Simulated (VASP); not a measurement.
SiC:

```
Si C
1.0
     0.00000    2.17805    2.17805
     2.17805    0.00000    2.17805
     2.17805    2.17805    0.00000
Si C
1 1
Direct
  0.00000 0.00000 0.00000
  0.25000 0.25000 0.25000
```

Base run:

```yaml
Program: VASP 6.6.1
Functional: PBE
Potentials_or_basis: VASP PAW PBE potentials, release 64 (Si, C)
Cutoff: 520 eV
k_mesh: 8 × 8 × 8
Occupations: methfessel-paxton, width 0.2 eV
Spin: no spin polarisation
```

Its results: band gap on the k mesh 1.35 eV, indirect (least direct gap 4.54 eV); pressure 3.5 GPa.

Question: The run is repeated on the same cell with these changes: k mesh from 8 × 8 × 8 to 2 × 2 × 2; occupations from methfessel-paxton, width 0.2 eV to gaussian, width 0.01 eV. What comes out?

Answer: Band gap on the k mesh 0.94 eV, indirect (least direct gap 4.29 eV); pressure 12.2 GPa.

Caveats: some runs use coarse meshes.

A k mesh can miss the band edges.
